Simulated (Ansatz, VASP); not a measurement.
**One calculation of IrRh2, two programs**

```
Ir Rh
1.0
     3.39663    0.00000    0.00000
    -1.69832    2.94157    0.00000
     0.00000    0.00000    3.66746
Ir Rh
1 2
Direct
  0.00000 0.00000 0.00000
  0.33333 0.66667 0.50000
  0.66667 0.33333 0.50000
```

Alike in both runs: task relaxation of cell and atoms; functional PBE; k mesh 6 × 6 × 6; occupations gaussian, width 0.1 eV; no spin polarisation.

|  | VASP | Ansatz |
| --- | --- | --- |
| version | VASP 6.6.1 | Ansatz 0.2.0 |
| potentials or method | VASP PAW PBE potentials, release 64 (Ir, Rh_pv), cutoff 600 eV | scalar-relativistic, plane waves, PAW |
| valence electrons in the cell | 39 | 51 |

Ansatz gave:

```
gap on the k mesh at the Fermi level, each at its own relaxed structure (eV) : none
relaxed volume (Å³/atom)                                                     : 14.51
relaxed cell length with the largest relative difference (Å)                 : 4.323
```

Q: Which values does VASP return?

A: gap on the k mesh at the Fermi level, each at its own relaxed structure (eV): none; relaxed volume (Å³/atom): 14.49; relaxed cell length with the largest relative difference (Å): 4.318.

A gap of «none» marks a metal or a gap that the smearing closes. VASP's potentials hold 39 valence electrons a cell and Ansatz's 51, so a difference there can come from the potentials and not from the codes.

Neither program's run includes spin-orbit coupling. Noted on VASP's run: the volume moved by over 15 % at a fixed basis, so the end points are rough.
